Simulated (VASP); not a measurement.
# Bi2Te3 (Tellurobismuthite) (R3m) in VASP: further runs

Bi2Te3 (Tellurobismuthite) is run at these levels: PBE; tasks: single point.

Everything below comes from runs of VASP 6.6.1. Logs are shortened: lines on timing, memory, paths and dates and some standing lists are left out, and cuts for length are marked.

**1. The cell of the first run**

Symmetry: R3m, No. 160, trigonal system. The conventional cell has a = 4.417 Å, b = 4.417 Å, c = 29.840 Å, α = 90.00°, β = 90.00°, γ = 120.00°. Bi (site symmetry 3m) has 3 Te at 3.03 Å and 3 Bi at 3.43 Å within 4.0 Å. Within 4.3 Å of Bi (site symmetry 3m) lie 3 Te at 3.27 Å and 3 Bi at 3.43 Å. Te (site symmetry 3m) has 6 Te at 3.04 to 3.45 Å within 4.0 Å. Within 4.0 Å of Te (site symmetry 3m) lie 3 Bi at 3.03 Å and 3 Te at 3.45 Å. Within 4.0 Å of Te (site symmetry 3m) lie 3 Te at 3.04 Å and 3 Bi at 3.27 Å.

**2. Single point, PBE**

The input, INCAR:

```
SYSTEM = Bi2Te3
ALGO = Normal ; EDIFF = 1E-6
ENCUT = 520 ; GGA = PE
ISIF = 2 ; ISMEAR = 0
LASPH = .True. ; LCHARG = .True.
LELF = .True. ; LREAL = .False.
LVHAR = .True. ; LWAVE = .False.
NBANDS = 32 ; NELM = 60
PREC = Accurate ; SIGMA = 0.01
```

The input, KPOINTS:

```
k-points
0
Gamma
  2 2 2
  0 0 0
```

The input, POSCAR:

```
Bi2Te3
1.0
    2.2085000000      1.2750780000      9.9466670000
   -2.2085000000      1.2750780000      9.9466670000
    0.0000000000     -2.5501560000      9.9466670000
Bi Te
2 3
Direct
    0.1880000000      0.1880000000      0.1880000000
    0.5980000000      0.5980000000      0.5980000000
    0.3890000000      0.3890000000      0.3890000000
    0.8000000000      0.8000000000      0.8000000000
    0.0000000000      0.0000000000      0.0000000000
```

Potentials or basis: VASP PAW PBE potentials, release 64 (Bi_d, Te).

The run is started by

```console
> cat potpaw_PBE.64/Bi_d/POTCAR potpaw_PBE.64/Te/POTCAR > POTCAR
> mpirun -np 1 vasp_std > vasp.out
```

OUTCAR:

```text
SYSTEM = Bi2Te3
   EDIFF = 1E-6
   ENCUT = 520
   GGA = PE
   ISIF = 2
   ISMEAR = 0
   LASPH = .True.
   LREAL = .False.
   NELM = 60
   PREC = Accurate

 ion  position               nearest neighbor table
   1  0.188  0.188  0.188-   4 3.03   4 3.03   4 3.03   2 3.43   2 3.43   2 3.43
   2  0.598  0.598  0.598-   5 3.27   5 3.27   5 3.27   1 3.43   1 3.43   1 3.43
   3  0.389  0.389  0.389-   5 3.04   5 3.04   5 3.04   4 3.45   4 3.45   4 3.45
   4  0.800  0.800  0.800-   1 3.03   1 3.03   1 3.03   3 3.45   3 3.45   3 3.45
   5  0.000  0.000  0.000-   3 3.04   3 3.04   3 3.04   2 3.27   2 3.27   2 3.27

  LATTYP: Found a trigonal (rhomboedric) cell.
 ALAT       =    10.2683728295
 COS(alpha) =     0.9074829993

  Lattice vectors:

 A1 = (   2.2085000000,   1.2750780000,   9.9466670000)
 A2 = (  -2.2085000000,   1.2750780000,   9.9466670000)
 A3 = (   0.0000000000,  -2.5501560000,   9.9466670000)

Analysis of symmetry for initial positions (statically):
=====================================================================
 Subroutine PRICEL returns:
 Original cell was already a primitive cell.

 Routine SETGRP: Setting up the symmetry group for a
 trigonal (rhombohedral) supercell.

 Subroutine GETGRP returns: Found  6 space group operations
 (whereof  6 operations were pure point group operations)
 out of a pool of 12 trial point group operations.

The static configuration has the point symmetry C_3v.

Analysis of symmetry for dynamics (positions and initial velocities):
=====================================================================
 Subroutine PRICEL returns:
 Original cell was already a primitive cell.

 Routine SETGRP: Setting up the symmetry group for a
 trigonal (rhombohedral) supercell.

 Subroutine GETGRP returns: Found  6 space group operations
 (whereof  6 operations were pure point group operations)
 out of a pool of 12 trial point group operations.

The dynamic configuration has the point symmetry C_3v.

 Subroutine INISYM returns: Found  6 space group operations
 (whereof  6 operations are pure point group operations),
 and found     1 'primitive' translations

----------------------------------------------------------------------------------------

                                     Primitive cell

  volume of cell :     168.0595

  direct lattice vectors                    reciprocal lattice vectors
     2.208500000  1.275078000  9.946667000     0.226398008  0.130710958  0.033512063
    -2.208500000  1.275078000  9.946667000    -0.226398008  0.130710958  0.033512063
     0.000000000 -2.550156000  9.946667000     0.000000000 -0.261421916  0.033512063

  length of vectors
    10.268372829 10.268372829 10.268372804     0.263561133  0.263561133  0.263561143

  position of ions in fractional coordinates (direct lattice)
     0.188000000  0.188000000  0.188000000
     0.598000000  0.598000000  0.598000000
     0.389000000  0.389000000  0.389000000
     0.800000000  0.800000000  0.800000000
     0.000000000  0.000000000  0.000000000

  ion indices of the primitive-cell ions
   primitive index   ion index
                 1           1
                 2           2
                 3           3
                 4           4
                 5           5

----------------------------------------------------------------------------------------

 KPOINTS: k-points

Automatic generation of k-mesh.
 Grid dimensions read from file:
 generate k-points for:    2    2    2

 Generating k-lattice:

  Cartesian coordinates                     Fractional coordinates (reciprocal lattice)
     0.113199004  0.065355479  0.016756032     0.500000000  0.000000000  0.000000000
    -0.113199004  0.065355479  0.016756032     0.000000000  0.500000000  0.000000000
     0.000000000 -0.130710958  0.016756032     0.000000000  0.000000000  0.500000000

  Length of vectors
     0.131780566  0.131780566  0.131780572

  Shift w.r.t. Gamma in fractional coordinates (k-lattice)
     0.000000000  0.000000000  0.000000000

 Subroutine IBZKPT returns following result:
 ===========================================

 Found      4 irreducible k-points:

 Following reciprocal coordinates:
            Coordinates               Weight
  0.000000  0.000000  0.000000      1.000000
  0.500000 -0.000000  0.000000      3.000000
  0.500000  0.500000  0.000000      3.000000
  0.500000  0.500000  0.500000      1.000000
   k-points           NKPTS =      4   k-points in BZ     NKDIM =      4   number of bands    NBANDS=     32
   number of dos      NEDOS =    301   number of ions     NIONS =      5
   total plane-waves  NPLWV = 512000
   dimension x,y,z NGX =    80 NGY =   80 NGZ =   80
   dimension x,y,z NGXF=   160 NGYF=  160 NGZF=  160
   ions per type =               2   3
   NGX,Y,Z   is equivalent  to a cutoff of  12.95, 12.95, 12.95 a.u.
   NGXF,Y,Z  is equivalent  to a cutoff of  25.90, 25.90, 25.90 a.u.
 SYSTEM =  Bi2Te3
   PREC   = accura    normal or accurate (medium, high low for compatibility)
   ISTART =      0    job   : 0-new  1-cont  2-samecut
   ICHARG =      2    charge: 1-file 2-atom 10-const
   ISPIN  =      1    spin polarized calculation?
   LNONCOLLINEAR =      F non collinear calculations
   LSORBIT =      F    spin-orbit coupling
   LASPH  =      T    aspherical Exc in radial PAW
   ENCUT  =  520.0 eV  38.22 Ry    6.18 a.u.  19.09 19.09 19.09*2*pi/ulx,y,z
   NELM   =     60;   NELMIN=  2; NELMDL= -5     # of ELM steps
   EDIFF  = 0.1E-05   stopping-criterion for ELM
   LREAL  =      F    real-space projection
   EDIFFG = 0.1E-04   stopping-criterion for IOM
   NSW    =      0    number of steps for IOM
   IBRION =     -1    ionic relax: 0-MD 1-quasi-New 2-CG
   NFREE  =      0    steps in history (QN), initial steepest desc. (CG)
   ISIF   =      2    stress and relaxation
   ISYM   =      2    0-nonsym 1-usesym 2-fastsym
   POTIM  = 0.5000    time-step for ionic-motion
   TEBEG  =    0.0;   TEEND  =   0.0 temperature during run
   PSTRESS=    0.0 pullay stress
   NELECT =      48.0000    total number of electrons
   NUPDOWN=      -1.0000    fix difference up-down
   EMIN   =  10.00;   EMAX   =-10.00  energy-range for DOS
   EFERMI =   0.00;   METHOD = LEGACY
   ISMEAR =     0;   SIGMA  =   0.01  broadening in eV -4-tet -1-fermi 0-gaus
   EFERMI_NEDOS =   21; number of points for ismear=-14 and -15
   IALGO  =     38    algorithm
   IMIX   =      4    mixing-type and parameters
     AMIX     =   0.40;   BMIX     =  1.00
     AMIX_MAG =   1.60;   BMIX_MAG =  1.00
  volume/ion in A,a.u.               =      33.61       226.82
  Fermi-wavevector in a.u.,A,eV,Ry     =   1.078121  2.037354 15.814668  1.162345
  Thomas-Fermi vector in A             =   2.214051
   LORBIT       =      0    0 simple, 1 ext, 2 COOP (PROOUT), +10 PAW based schemes
   GGA     = PE    functional components
   LHFCALC =     F    Hartree Fock is set to
   AEXX    =    0.0000 exact exchange contribution
   IVDW    =     0    specifies the selected vdW correction
   LEPSILON=     F    determine dielectric tensor
   LRPA    =     F    only Hartree local field effects (RPA)
 non-spin polarized calculation
 Gauss-broadening in eV      SIGMA  =   0.01
  energy-cutoff  :      520.00
  volume of cell :      168.06
 maximum number of plane-waves:      4552
 NGX is ok and might be reduce to    80
   NGX = 39   NGY = 39   NGZ = 39

 number of electron      48.0000001 magnetization

 Free energy of the ion-electron system (eV)
  ---------------------------------------------------
  ext. energy  EPLUGINS =         0.00000000
  ---------------------------------------------------
  free energy    TOTEN  =       -15.87189244 eV

  energy without entropy =      -15.87189244  energy(sigma->0) =      -15.87189244

 E-fermi :   6.3127     XC(G=0):  -9.3790

 val. band max:        6.2370935701   @ k =   0.5000  -0.0000   0.0000
 cond. band min:       6.3637210046   @ k =   0.5000  -0.0000   0.0000
 fundamental gap:      0.1266274345
 Fermi energy:         6.3127207895

 k-point     1 :       0.0000    0.0000    0.0000
  band No.  band energies     occupation
      1     -16.8525      2.00000
      2     -16.8525      2.00000
      3     -16.8133      2.00000
      4     -16.8133      2.00000
      5     -16.8018      2.00000
      6     -16.0386      2.00000
      7     -16.0371      2.00000
      8     -16.0371      2.00000
      9     -16.0331      2.00000
     10     -16.0331      2.00000
     11      -7.0694      2.00000
     12      -6.3536      2.00000
     13      -4.9401      2.00000
     14      -2.4262      2.00000
     15      -2.3089      2.00000
     16       3.9209      2.00000
     17       3.9209      2.00000
     18       3.9216      2.00000
     19       4.3118      2.00000
     20       4.3639      2.00000
     21       4.3639      2.00000
     22       6.0350      2.00000
     23       6.1074      2.00000
     24       6.1074      2.00000
     25       6.3894      0.00000
     26       6.6805      0.00000
     27       6.6805      0.00000
     28       8.5942      0.00000
     29       8.5942      0.00000
     30       8.6896      0.00000
     31      11.0899      0.00000
     32      11.3652      0.00000

 k-point     2 :       0.5000   -0.0000    0.0000
  band No.  band energies     occupation
      1     -16.8559      2.00000
      2     -16.8391      2.00000
      3     -16.8190      2.00000
      4     -16.8143      2.00000
      5     -16.7938      2.00000
      6     -16.0492      2.00000
      7     -16.0377      2.00000
      8     -16.0364      2.00000
      9     -16.0294      2.00000
     10     -16.0238      2.00000
     11      -5.3725      2.00000
     12      -5.3446      2.00000
     13      -4.6551      2.00000
     14      -3.9179      2.00000
     15      -3.5037      2.00000
     16       0.9440      2.00000
     17       2.7427      2.00000
     18       2.7468      2.00000
     19       2.9013      2.00000
     20       3.1985      2.00000
     21       3.2365      2.00000
     22       4.2723      2.00000
     23       6.2174      2.00000
     24       6.2371      2.00000
     25       6.3637      0.00000
     26       6.8927      0.00000
     27       9.0378      0.00000
     28       9.1943      0.00000
     29       9.8604      0.00000
     30       9.9493      0.00000
     31       9.9755      0.00000
     32      10.7557      0.00000

 k-point     3 :       0.5000    0.5000    0.0000
  band No.  band energies     occupation
      1     -16.8559      2.00000
      2     -16.8391      2.00000
      3     -16.8190      2.00000
      4     -16.8143      2.00000
      5     -16.7938      2.00000
      6     -16.0492      2.00000
      7     -16.0377      2.00000
      8     -16.0364      2.00000
      9     -16.0294      2.00000
     10     -16.0238      2.00000
     11      -5.3972      2.00000
     12      -5.3295      2.00000
     13      -4.4269      2.00000
     14      -4.3204      2.00000
     15      -3.3038      2.00000
     16       1.4183      2.00000
     17       1.8089      2.00000
     18       2.3513      2.00000
     19       2.6055      2.00000
     20       3.5477      2.00000
     21       4.2181      2.00000
     22       4.6435      2.00000
     23       5.4033      2.00000
     24       5.9970      2.00000
     25       6.8355      0.00000
     26       7.6331      0.00000
     27       8.2619      0.00000
     28       8.9688      0.00000
     29       9.0235      0.00000
     30       9.6564      0.00000
     31      11.2661      0.00000
     32      12.0477      0.00000

 k-point     4 :       0.5000    0.5000    0.5000
  band No.  band energies     occupation
      1     -16.8525      2.00000
      2     -16.8525      2.00000
      3     -16.8133      2.00000
      4     -16.8133      2.00000
      5     -16.8018      2.00000
      6     -16.0387      2.00000
      7     -16.0372      2.00000
      8     -16.0372      2.00000
      9     -16.0331      2.00000
     10     -16.0331      2.00000
     11      -6.8900      2.00000
     12      -6.6958      2.00000
     13      -4.2879      2.00000
     14      -3.6329      2.00000
     15      -1.5146      2.00000
     16       3.5572      2.00000
     17       3.9140      2.00000
     18       3.9140      2.00000
     19       4.3993      2.00000
     20       4.3993      2.00000
     21       4.7121      2.00000
     22       5.5890      2.00000
     23       5.8154      2.00000
     24       5.8154      2.00000
     25       6.9194      0.00000
     26       7.3135      0.00000
     27       7.3135      0.00000
     28       8.0858      0.00000
     29       8.0858      0.00000
     30       8.3170      0.00000
     31      11.0058      0.00000
     32      11.6740      0.00000

------------------------ aborting loop because EDIFF is reached ----------------------------------------

  FORCE on cell =-STRESS in cart. coord.  units (eV):
  Direction    XX          YY          ZZ          XY          YZ          ZX
  --------------------------------------------------------------------------------------
  -------------------------------------------------------------------------------------
  Total        5.6102581      5.6102575     -1.3517014      0.0000000      0.0000000     -0.0000000
  in kB       53.4848081     53.4848023    -12.8863038      0.0000000      0.0000000     -0.0000000
  external PRESSURE =      31.3611022 kB  Pullay stress =       0.0000000 kB

 VOLUME and BASIS-vectors are now :
 -----------------------------------------------------------------------------
  energy-cutoff  :      520.00
  volume of cell :      168.06
      direct lattice vectors                 reciprocal lattice vectors
     2.208500000  1.275078000  9.946667000     0.226398008  0.130710958  0.033512063
    -2.208500000  1.275078000  9.946667000    -0.226398008  0.130710958  0.033512063
     0.000000000 -2.550156000  9.946667000     0.000000000 -0.261421916  0.033512063

 POSITION                                       TOTAL-FORCE (eV/Angst)
 -----------------------------------------------------------------------------------
      0.00000      0.00000      5.60992         0.000000      0.000000     -0.402325
      0.00000      0.00000     17.84432         0.000000     -0.000000      1.284782
      0.00000      0.00000     11.60776         0.000000      0.000000     -0.422073
      0.00000      0.00000     23.87200         0.000000     -0.000000      0.348285
      0.00000      0.00000      0.00000         0.000000     -0.000000     -0.808670
 -----------------------------------------------------------------------------------
    total drift:                               -0.000000      0.000001     -0.000521

  FREE ENERGIE OF THE ION-ELECTRON SYSTEM (eV)
  ---------------------------------------------------
  free  energy   TOTEN  =       -15.8718924362 eV

  energy  without entropy=      -15.8718924362  energy(sigma->0) =      -15.87189244
```

It took 3.5 min on 1 thread of Intel Xeon 6975P-C, shared host; peak memory 0.84 GiB.

Results:

| Quantity | Value |
| --- | --- |
| Free energy | -15.8719 eV |
| Pressure | 3.1 GPa |
| Largest force | 1.285 eV/Å |
| Band gap on the k mesh | 0.13 eV, direct |

Forces in eV/Å, atoms in the order of the input:
```
Bi   0.000  0.000 -0.402
Bi   0.000  0.000  1.285
Te   0.000  0.000 -0.422
Te   0.000  0.000  0.348
Te   0.000  0.000 -0.809
```

Caveat: the k points lie up to 0.83 Å⁻¹ apart; spin-orbit coupling is left out, which moves the levels of the heavy elements; forces of over 1 eV/Å act on the atoms, so gaps and moduli don't describe the material at rest.

(Continued in part 2 of 2.)
